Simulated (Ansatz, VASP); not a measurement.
# TiC: VASP beside Ansatz

```
Ti C
1.0
     0.00000    2.11630    2.11630
     2.11630    0.00000    2.11630
     2.11630    2.11630    0.00000
Ti C
1 1
Direct
  0.00000 0.00000 0.00000
  0.50000 0.50000 0.50000
```

Alike in both runs: task single point; functional LDA; k mesh 16 × 16 × 16; occupations fermi-dirac, width 0.15 eV; no spin polarisation.

```csv
,VASP,Ansatz
version,VASP 6.6.1,Ansatz 0.2.0
potentials or method,"VASP PAW LDA potentials, release 64 (Ti_sv, C), cutoff 520 eV","scalar-relativistic, plane waves, PAW"
valence electrons in the cell,16,16
```

|  | VASP | Ansatz | Ansatz less VASP |
| --- | --- | --- | --- |
| gap on the k mesh at the Fermi level (eV) | none | none | - |
| pressure (GPa) | 6.7 | 5.9 | -0.75 |

LDA's correlation is that of Perdew and Zunger in VASP and of Perdew and Wang (1992) in Ansatz. A gap of «none» marks a metal or a gap that the smearing closes.
